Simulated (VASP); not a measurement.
Write the native input for VASP 6.6.1 that does the following.

```
Task                   : single point
Functional             : PBE
Potentials or basis    : VASP PAW PBE potentials, release 64 (Pt)
Cutoff                 : 520 eV
k mesh                 : 12 × 12 × 15
Occupations            : gaussian, width 0.1 eV
Spin                   : no spin polarisation
Dipole correction      : no
Further INCAR settings : ALGO = Fast; EDIFF = 1e-06; NBANDS = 11; ISYM = 0
```

The structure of Pt lies in POSCAR:

```
Pt
1.0
    2.8072933478      0.0000000000      0.0000000000
   -1.4036466739      2.4311873550      0.0000000000
    1.4036466739      0.8103957850      2.2921454201
Pt
1
Direct
    0.0000000000      0.0000000000      0.0000000000
```

These files were run (other wordings do the same):

INCAR

```
SYSTEM = Pt
PREC     = Accurate       ! precision mode
ENCUT    = 520            ! plane-wave cutoff, eV
EDIFF    = 1E-6           ! SCF threshold, eV
ISMEAR   = 0              ! smearing method
SIGMA    = 0.1            ! smearing width, eV
LREAL    = .FALSE.        ! projectors in reciprocal space
LASPH    = .TRUE.         ! aspherical terms in the spheres
NELM     = 100            ! most SCF steps
ALGO     = Fast           ! electronic algorithm
ISIF     = 2              ! what is computed and relaxed
LWAVE    = .FALSE.        ! write WAVECAR
LCHARG   = .FALSE.        ! write CHGCAR
GGA      = PE             ! functional
ISYM     = 0            
NBANDS   = 11             ! bands
```

KPOINTS

```
Automatic mesh
0
G
  12 12 15
  0 0 0
```

Potentials or basis: VASP PAW PBE potentials, release 64 (Pt).

Command:

```console
$ cat potpaw_PBE.64/Pt/POTCAR > POTCAR
$ mpirun -np 1 vasp_std > vasp.out
```

Results of the run:

```
Pressure               : -0.4 GPa
Band gap on the k mesh : zero (band 5 reaches 11.04 eV, above the bottom of band 6 at 8.94 eV)
```

Caveat: spin-orbit coupling is left out, which moves the levels of the heavy elements.

It took 58 s on 1 thread of Intel(R) Xeon(R) 6975P-C (Granite Rapids) (shared host), peak memory 0.3 GiB.
